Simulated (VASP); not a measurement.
Input of a VASP 6.6.1 run:

Contents of INCAR:

```
SYSTEM = SiC
ALGO = Normal ; EDIFF = 1E-6
ENCUT = 520 ; GGA = PE
ISIF = 2 ; ISMEAR = -1
LASPH = .TRUE. ; LCHARG = .FALSE.
LREAL = .FALSE. ; LWAVE = .FALSE.
NBANDS = 36 ; NELM = 80
PREC = Accurate ; SIGMA = 0.05
```

Contents of KPOINTS:

```
k-points
0
G
  10 10 2
  0 0 0
```

File POSCAR:

```
SiC
1.0
    3.0949957199      0.0000000000      0.0000000000
   -1.5474978599      2.6803449180      0.0000000000
    0.0000000000      0.0000000000     15.1870541182
Si C
6 6
Direct
    0.6666666667      0.3333333333      0.4583029919
    0.3333333333      0.6666666667      0.9583029919
    0.6666666667      0.3333333333      0.7918102871
    0.3333333333      0.6666666667      0.2918102871
    0.0000000000      0.0000000000      0.6250376642
    0.0000000000      0.0000000000      0.1250376642
    0.6666666667      0.3333333333      0.3333216389
    0.3333333333      0.6666666667      0.8333216389
    0.6666666667      0.3333333333      0.6668404987
    0.3333333333      0.6666666667      0.1668404987
    0.0000000000      0.0000000000      0.4996869192
    0.0000000000      0.0000000000     -0.0003130808
```

Potentials or basis: VASP PAW PBE potentials, release 64 (Si, C).

The run is started by

```sh
$ cat potpaw_PBE.64/Si/POTCAR potpaw_PBE.64/C/POTCAR > POTCAR
$ mpirun -np 1 vasp_std > vasp.out
```

Estimate the band gap on the k mesh.

2.03 eV (least direct gap 3.12 eV).

What does it give for the pressure?

-0.1 GPa.

Estimate the largest force.

0.004 eV/Å.

Forces in eV/Å, atoms in the order of the input:
```
Si   0.000  0.000  0.001
Si   0.000  0.000  0.001
Si   0.000  0.000  0.004
Si   0.000  0.000  0.004
Si   0.000  0.000  0.002
Si   0.000  0.000  0.002
C    0.000  0.000 -0.004
C    0.000  0.000 -0.004
C    0.000  0.000 -0.004
C    0.000  0.000 -0.004
C    0.000  0.000  0.000
C    0.000  0.000  0.000
```

A k mesh can miss the band edges.
